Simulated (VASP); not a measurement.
# KI (Pm-3m) in VASP: a series of runs, part 2 of 2

VASP 6.6.1. Earlier steps stand in the parts before.

### 3 G0W0 quasiparticle levels, r2SCAN

File POSCAR:

```
KI
1.0
    4.2910852121      0.0000000000      0.0000000000
    0.0000000000      4.2910852121      0.0000000000
    0.0000000000      0.0000000000      4.2910852121
K I
1 1
Direct
    0.0000000000      0.0000000000      0.0000000000
    0.5000000000      0.5000000000      0.5000000000
```

File INCAR.step1:

```
SYSTEM = KI
PREC = Accurate
ENCUT = 500
EDIFF = 1E-8
ISMEAR = 0
SIGMA = 0.01
LREAL = .False.
LASPH = .True.
NELM = 100
ALGO = Normal
LWAVE = .True.
LCHARG = .False.
METAGGA = R2SCAN
LMIXTAU = .True.
```

File INCAR.step2:

```
SYSTEM = KI
PREC = Accurate
ENCUT = 500
EDIFF = 1E-8
ISMEAR = 0
SIGMA = 0.01
LREAL = .False.
LASPH = .True.
NELM = 1
ALGO = Exact
LWAVE = .True.
LCHARG = .False.
METAGGA = R2SCAN
LMIXTAU = .True.
NBANDS = 305
LOPTICS = .True.
ISTART = 1
```

File INCAR.step3:

```
SYSTEM = KI
PREC = Accurate
ENCUT = 500
EDIFF = 1E-8
ISMEAR = 0
SIGMA = 0.01
LREAL = .False.
LASPH = .True.
ALGO = EVGW0
LWAVE = .False.
LCHARG = .False.
METAGGA = R2SCAN
LMIXTAU = .True.
NELMGW = 1
NBANDS = 305
ENCUTGW = 140.0
NOMEGA = 96
PRECFOCK = Fast
ISTART = 1
NBANDSGW = 16
OMEGAMAX = 20
```

File KPOINTS:

```
Automatic mesh
0
Gamma
  4 4 4
  0 0 0
```

Potentials or basis: VASP PAW PBE potentials, release 64 (K_sv_GW, I_GW).

Run with:

```console
$ cat potpaw_PBE.64/K_sv_GW/POTCAR potpaw_PBE.64/I_GW/POTCAR > POTCAR
$ cp INCAR.step1 INCAR
$ mpirun -np 1 vasp_std > vasp.out
$ cp INCAR.step2 INCAR
$ mpirun -np 1 vasp_std > vasp.out
$ cp INCAR.step3 INCAR
$ mpirun -np 1 vasp_std > vasp.out
```

OUTCAR:

```text
SYSTEM = KI
   PREC = Accurate
   ENCUT = 500
   EDIFF = 1E-8
   ISMEAR = 0
   LREAL = .False.
   LASPH = .True.
   METAGGA = R2SCAN
   NELMGW = 1
   ENCUTGW = 140.0
   PRECFOCK = Fast
   ISTART = 1

 ion  position               nearest neighbor table
   1  0.000  0.000  0.000-
   2  0.500  0.500  0.500-

  LATTYP: Found a simple cubic cell.
 ALAT       =     4.2910852121

  Lattice vectors:

 A1 = (   4.2910852121,   0.0000000000,   0.0000000000)
 A2 = (   0.0000000000,   4.2910852121,   0.0000000000)
 A3 = (   0.0000000000,   0.0000000000,   4.2910852121)

Analysis of symmetry for initial positions (statically):
=====================================================================
 Subroutine PRICEL returns:
 Original cell was already a primitive cell.

 Routine SETGRP: Setting up the symmetry group for a
 simple cubic supercell.

 Subroutine GETGRP returns: Found 48 space group operations
 (whereof 48 operations were pure point group operations)
 out of a pool of 48 trial point group operations.

The static configuration has the point symmetry O_h .

Analysis of symmetry for dynamics (positions and initial velocities):
=====================================================================
 Subroutine PRICEL returns:
 Original cell was already a primitive cell.

 Routine SETGRP: Setting up the symmetry group for a
 simple cubic supercell.

 Subroutine GETGRP returns: Found 48 space group operations
 (whereof 48 operations were pure point group operations)
 out of a pool of 48 trial point group operations.

The dynamic configuration has the point symmetry O_h .

 Subroutine INISYM returns: Found 48 space group operations
 (whereof 48 operations are pure point group operations),
 and found     1 'primitive' translations

----------------------------------------------------------------------------------------

                                     Primitive cell

  volume of cell :      79.0135

  direct lattice vectors                    reciprocal lattice vectors
     4.291085212  0.000000000  0.000000000     0.233041282  0.000000000  0.000000000
     0.000000000  4.291085212  0.000000000     0.000000000  0.233041282  0.000000000
     0.000000000  0.000000000  4.291085212     0.000000000  0.000000000  0.233041282

  length of vectors
     4.291085212  4.291085212  4.291085212     0.233041282  0.233041282  0.233041282

  position of ions in fractional coordinates (direct lattice)
     0.000000000  0.000000000  0.000000000
     0.500000000  0.500000000  0.500000000

  ion indices of the primitive-cell ions
   primitive index   ion index
                 1           1
                 2           2

----------------------------------------------------------------------------------------

 KPOINTS: Automatic mesh

Automatic generation of k-mesh.
 Grid dimensions read from file:
 generate k-points for:    4    4    4

 Generating k-lattice:

  Cartesian coordinates                     Fractional coordinates (reciprocal lattice)
     0.058260321  0.000000000  0.000000000     0.250000000  0.000000000  0.000000000
     0.000000000  0.058260321  0.000000000     0.000000000  0.250000000  0.000000000
     0.000000000  0.000000000  0.058260321     0.000000000  0.000000000  0.250000000

  Length of vectors
     0.058260321  0.058260321  0.058260321

  Shift w.r.t. Gamma in fractional coordinates (k-lattice)
     0.000000000  0.000000000  0.000000000

 Subroutine IBZKPT returns following result:
 ===========================================

 Found     10 irreducible k-points:

 Following reciprocal coordinates:
            Coordinates               Weight
  0.000000  0.000000  0.000000      1.000000
  0.250000  0.000000  0.000000      6.000000
  0.500000  0.000000  0.000000      3.000000
  0.250000  0.250000  0.000000     12.000000
  0.500000  0.250000  0.000000     12.000000
  0.500000  0.500000  0.000000      3.000000
  0.250000  0.250000  0.250000      8.000000
  0.500000  0.250000  0.250000     12.000000
  0.500000  0.500000  0.250000      6.000000
  0.500000  0.500000  0.500000      1.000000
   k-points           NKPTS =     10   k-points in BZ     NKDIM =     64   number of bands    NBANDS=    305
   number of dos      NEDOS =    301   number of ions     NIONS =      2
   total plane-waves  NPLWV =  32768
   dimension x,y,z NGX =    32 NGY =   32 NGZ =   32
   dimension x,y,z NGXF=    64 NGYF=   64 NGZF=   64
   ions per type =               1   1
   NGX,Y,Z   is equivalent  to a cutoff of  12.40, 12.40, 12.40 a.u.
   NGXF,Y,Z  is equivalent  to a cutoff of  24.79, 24.79, 24.79 a.u.
 SYSTEM =  KI
   PREC   = accura    normal or accurate (medium, high low for compatibility)
   ISTART =      1    job   : 0-new  1-cont  2-samecut
   ICHARG =      0    charge: 1-file 2-atom 10-const
   ISPIN  =      1    spin polarized calculation?
   LNONCOLLINEAR =      F non collinear calculations
   LSORBIT =      F    spin-orbit coupling
   LASPH  =      T    aspherical Exc in radial PAW
   ENCUT  =  500.0 eV  36.75 Ry    6.06 a.u.   7.82  7.82  7.82*2*pi/ulx,y,z
   NELM   =     60;   NELMIN=  2; NELMDL=  0     # of ELM steps
   EDIFF  = 0.1E-07   stopping-criterion for ELM
   LREAL  =      F    real-space projection
   EDIFFG = 0.1E-06   stopping-criterion for IOM
   NSW    =      0    number of steps for IOM
   IBRION =     -1    ionic relax: 0-MD 1-quasi-New 2-CG
   NFREE  =      0    steps in history (QN), initial steepest desc. (CG)
   ISIF   =      0    stress and relaxation
   ISYM   =      3    0-nonsym 1-usesym 2-fastsym
   POTIM  = 0.5000    time-step for ionic-motion
   TEBEG  =    0.0;   TEEND  =   0.0 temperature during run
   PSTRESS=    0.0 pullay stress
   NELECT =      16.0000    total number of electrons
   NUPDOWN=      -1.0000    fix difference up-down
   EMIN   =  10.00;   EMAX   =-10.00  energy-range for DOS
   EFERMI =   0.00;   METHOD = LEGACY
   ISMEAR =     0;   SIGMA  =   0.01  broadening in eV -4-tet -1-fermi 0-gaus
   EFERMI_NEDOS =   21; number of points for ismear=-14 and -15
   IALGO  =     38    algorithm
   IMIX   =      4    mixing-type and parameters
     AMIX     =   0.40;   BMIX     =  1.00
     AMIX_MAG =   1.60;   BMIX_MAG =  1.00
  volume/ion in A,a.u.               =      39.51       266.60
  Fermi-wavevector in a.u.,A,eV,Ry     =   0.961349  1.816686 12.574391  0.924192
  Thomas-Fermi vector in A             =   2.090713
   LORBIT       =      0    0 simple, 1 ext, 2 COOP (PROOUT), +10 PAW based schemes
   METAGGA = R2SCAN    functional components
   LHFCALC =     T    Hartree Fock is set to
   PRECFOCK=fast      Normal, Fast or Accurate (Low or Medium for compatibility)
   ENCUT4O =  -1.0   cutoff for four orbital integrals eV
   NKREDX  =     1    reduce k-point grid by
   NKREDY  =     1    reduce k-point grid by
   NKREDZ  =     1    reduce k-point grid by
   AEXX    =    1.0000 exact exchange contribution
   HFSCREEN=    0.0000 screening length (either q_TF or 0.3 A-1)
   HFSCREENC=   0.0000 screening length for correlation (either q_TF or 0.3 A-1)
   ENCUTFOCK=  -1.0 apply spherical cutoff to Coloumb kernel
   IVDW    =     0    specifies the selected vdW correction
   LEPSILON=     F    determine dielectric tensor
   LRPA    =     F    only Hartree local field effects (RPA)
   LRPAFORCE           =     F    calculate RPA forces
   ENCUTGW             = 140.0    cutoff for response function in eV
   ENCUTGWSOFT         = 112.0    soft cutoff for Coulomb kernel in GW response function in eV
   ENCUTLF             =  -1.0    cutoff for local field effects
   NELMGW              =     1    number of iterations in solving QP/BSE equation
   NELMHF              =     1    number of iterations in the inner HF iteration
   NKREDLFX            =     1    NKREDLFY  =   1   NKREDLFZ  =   1
 non-spin polarized calculation
 Gauss-broadening in eV      SIGMA  =   0.01
  energy-cutoff  :      500.00
  volume of cell :       79.01
 maximum number of plane-waves:      2022
 NGX is ok and might be reduce to    32
  NGX = 18; NGY = 18; NGZ = 18
   NGX = 15   NGY = 15   NGZ = 15
 maximum number of plane-waves:       305
 NGX is ok and might be reduce to    18

 QP shifts <psi_nk| G(iteration)W_0 |psi_nk>: iteration 1
 for sc-GW calculations column KS-energies equals QP-energies in previous step
 and V_xc(KS)=  KS-energies - (<T + V_ion + V_H > + <T+V_H+V_ion>^1  + <V_x>^1)

 k-point   1 :       0.0000    0.0000    0.0000
  band No.  KS-energies  QP-energies   sigma(KS)   V_xc(KS)     V^pw_x(r,r')   Z            occupation Imag(sigma)

      1     -28.9302     -29.8701     -21.4343     -19.8957     -30.7185       0.6109       2.0000       0.3908
      2     -11.6068     -14.1450     -21.6279     -18.4412     -24.6744       0.7965       2.0000       0.0669
      3     -11.6068     -14.1450     -21.6279     -18.4412     -24.6744       0.7965       2.0000       0.0669
      4     -11.6068     -14.1450     -21.6279     -18.4412     -24.6744       0.7965       2.0000       0.0669
      5      -9.8695     -10.6798     -13.7619     -12.6107     -18.8773       0.7039       2.0000       1.1928
      6       1.2498      -0.1235     -13.1104     -11.3945     -14.1825       0.8003       2.0000       0.0330
[... 8 lines left out ...]
     15      12.7709      14.3296      -8.3807     -10.3157      -4.6023       0.8055       0.0000      -0.0923
     16      12.7709      14.3296      -8.3807     -10.3157      -4.6023       0.8055       0.0000      -0.0923
[... 164 lines left out ...]
      1     -28.9173     -29.8611     -21.4536     -19.9173     -30.7365       0.6143       2.0000       0.3912
      2     -11.6691     -14.1943     -21.5079     -18.3197     -24.5564       0.7920       2.0000       0.0639
      3     -11.6691     -14.1943     -21.5079     -18.3197     -24.5564       0.7920       2.0000       0.0639
      4     -11.6691     -14.1943     -21.5079     -18.3197     -24.5564       0.7920       2.0000       0.0639
      5      -9.3078     -10.1265     -14.0815     -13.0135     -19.0166       0.7666       2.0000       1.1135
      6      -0.0674      -1.5389     -12.3759     -10.5181     -13.7401       0.7920       2.0000       0.0444
[... 8 lines left out ...]
     15      11.8247      12.0269      -6.4911      -6.7458      -2.4751       0.7939       0.0000      -0.0931
     16      12.1682      14.7187      -9.6391     -12.7748      -5.9217       0.8134       0.0000      -0.0902
```

Run time: 7.8 min. Hardware: 1 thread of Intel Xeon 6975P-C (Granite Rapids), shared host; peak memory 1.1 GiB.

What came out:

```
Quasiparticle gap                                   : 5.66 eV
Least direct quasiparticle gap                      : 6.05 eV
Band gap of the starting levels on the mesh         : 4.03 eV
Least direct gap of the starting levels on the mesh : 4.40 eV
```

Caveat: the k points lie up to 0.37 Å⁻¹ apart; bands, screening cutoff and mesh are small and nothing is extrapolated, so the quasiparticle values aren't converged; spin-orbit coupling is left out, which moves the levels of the heavy elements.
